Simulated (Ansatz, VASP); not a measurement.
## BN: VASP beside Ansatz

Contents of INCAR:

```
SYSTEM = BN
PREC = Accurate ; ENCUT = 520
EDIFF = 1E-7 ; ISMEAR = -1
SIGMA = 0.02 ; LREAL = .FALSE.
LASPH = .TRUE. ; NELM = 80
ALGO = Normal ; ISIF = 2
LWAVE = .FALSE. ; LCHARG = .FALSE.
GGA = PE ; NBANDS = 11
```

Contents of KPOINTS:

```
regular mesh
0
G
  12 12 12
  0 0 0
```

POSCAR

```
BN
1.0
    0.0000000000      1.7545550698      1.7545550698
    1.7545550698      0.0000000000      1.7545550698
    1.7545550698      1.7545550698      0.0000000000
B N
1 1
Direct
    0.0000000000      0.0000000000      0.0000000000
    0.5000000000      0.5000000000      0.5000000000
```

Input for Ansatz:

```yaml
crystal:
  lattice:
    - [0.0, 1.7545550698, 1.7545550698]
    - [1.7545550698, 0.0, 1.7545550698]
    - [1.7545550698, 1.7545550698, 0.0]
  atoms:
    - { symbol: B, position: [0.0, 0.0, 0.0] }
    - { symbol: "N", position: [0.5, 0.5, 0.5] }
kpoints:
  mp_grid: { grid: [12, 12, 12] }
  band_path:
    path:
      - [0.0, 0.0, 0.0]
      - [0.5, 0.0, 0.5]
      - [0.625, 0.25, 0.625]
      - [0.375, 0.375, 0.75]
      - [0.5, 0.5, 0.5]
      - [0.5, 0.25, 0.75]
      - [0.0, 0.167969, -0.167969]
      - [0.0, 0.5, 0.5]
    npoints: 1
hamiltonian:
  xc: pbe
scf:
  occupations: { method: fermi_dirac, width: 0.02 }
  n_extra_bands: 4
output:
  forces: true
  stress: true
  eigenvalues: true
```

Change from the starting cell: hydrostatic strain +0.5%.

Alike in both runs: task single point; functional PBE; k mesh 12 × 12 × 12; occupations fermi-dirac, width 0.02 eV; no spin polarisation.

```csv
,VASP,Ansatz
version,VASP 6.6.1,Ansatz 0.2.0
potentials or method,"VASP PAW PBE potentials, release 64 (B, N)","plane waves, PAW"
plane-wave cutoff (eV),520,420
valence electrons in the cell,8,8
```

```csv
,VASP,Ansatz,Ansatz less VASP
gap on the k mesh at the Fermi level (eV),1.09,1.09,+0.005
pressure (GPa),-1.9,-1.8,+0.10
```
